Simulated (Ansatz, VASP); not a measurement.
**Two plane-wave programs on CaO**

```
Ca O
1.0
     2.92410    0.07054    0.07054
     0.07054    2.92410    0.07054
     0.07054    0.07054    2.92410
Ca O
1 1
Direct
  0.00000 0.00000 0.00000
  0.50000 0.50000 0.50000
```

Change from the starting cell: epitaxial_111 strain -1.7%.

Alike in both runs: task single point; functional r2SCAN; k mesh 8 × 8 × 8; no spin polarisation.

```csv
,VASP,Ansatz
version,VASP 6.6.1,Ansatz 0.2.0
potentials or method,"VASP PAW PBE potentials, release 64 (Ca_sv, O)","plane waves, PAW"
plane-wave cutoff (eV),520,500
occupations,"gaussian, width 0.01 eV",fixed
valence electrons in the cell,16,16
```

```csv
,VASP,Ansatz,Ansatz less VASP
gap on the k mesh at the Fermi level (eV),3.35,3.35,-0.001
pressure (GPa),-0.7,-1.7,-1.07
"traceless stress, the component that is largest in VASP (GPa)",0.76,0.87,+0.118
```

VASP's potentials were made for PBE, not for r2SCAN.
